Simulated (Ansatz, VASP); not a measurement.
# WS2 in VASP and in Ansatz

Contents of INCAR:

```
SYSTEM = WS2
  PREC = Accurate
  ENCUT = 520
  EDIFF = 1E-7
  ISMEAR = 0
  SIGMA = 0.05
  LREAL = .False.
  LASPH = .True.
  NELM = 60
  ALGO = Normal
  ISIF = 2
  LWAVE = .False.
  LCHARG = .False.
  LDIPOL = .True.
  IDIPOL = 3
  DIPOL = 0.5 0.5 0.394
  GGA = PE
  IVDW = 12
  NBANDS = 35
```

Contents of KPOINTS:

```
Automatic mesh
0
Gamma
  9 9 1
  0 0 0
```

Contents of POSCAR:

```
WS2
1.0
    3.1595457497      0.0000000000      0.0000000000
   -1.5797728749      2.7362468836      0.0000000000
    0.0000000000      0.0000000000     23.8042575719
S W
4 2
Direct
    0.3333333333      0.6666666667      0.1890418126
    0.3333333333      0.6666666667      0.3214605103
    0.5000000000      0.6666666667      0.4668126596
    0.5000000000      0.6666666667      0.5992313572
    0.6666666667      0.3333333333      0.2552511581
    0.8333333333      0.3333333333      0.5330220050
```

Input for Ansatz:

```yaml
crystal:
  lattice:
    - [3.1595457497, 0.0, 0.0]
    - [-1.5797728749, 2.7362468836, 0.0]
    - [0.0, 0.0, 23.8042575719]
  atoms:
    - { symbol: S, position: [0.3333333333, 0.6666666667, 0.1890418126] }
    - { symbol: W, position: [0.6666666667, 0.3333333333, 0.2552511581] }
    - { symbol: S, position: [0.3333333333, 0.6666666667, 0.3214605103] }
    - { symbol: S, position: [0.5, 0.6666666667, 0.4668126596] }
    - { symbol: W, position: [0.8333333333, 0.3333333333, 0.533022005] }
    - { symbol: S, position: [0.5, 0.6666666667, 0.5992313572] }
basis:
  ecutwfc: 420
kpoints:
  mp_grid: { grid: [9, 9, 1] }
hamiltonian:
  xc: pbe
  pseudopotentials: { kind: paw, azcp: { folder: soft_1 } }
  dispersion: d3bj
scf:
  occupations: { method: gaussian, width: 0.05 }
output:
  forces: true
  eigenvalues: true
efield:
  axis: 3
  dipole_correction: true
  ramp_width: 0.04
```

Alike in both runs: task single point; functional PBE; dispersion D3(BJ); k mesh 9 × 9 × 1; occupations gaussian, width 0.05 eV; no spin polarisation.

|  | VASP | Ansatz |
| --- | --- | --- |
| version | VASP 6.6.1 | Ansatz 0.2.0 |
| potentials or method | VASP PAW PBE potentials, release 64 (S, W_sv), cutoff 520 eV | scalar-relativistic, plane waves, PAW |
| valence electrons in the cell | 52 | 52 |

|  | VASP | Ansatz | Ansatz less VASP |
| --- | --- | --- | --- |
| gap on the k mesh at the Fermi level (eV) | 1.72 | 1.71 | -0.010 |
| least direct gap on the mesh (eV) | 1.90 | 1.90 | -0.003 |
| rms of the force components (eV/Å) | 0.018 | 0.018 | +0.0006 |

Spin-orbit coupling is off throughout.
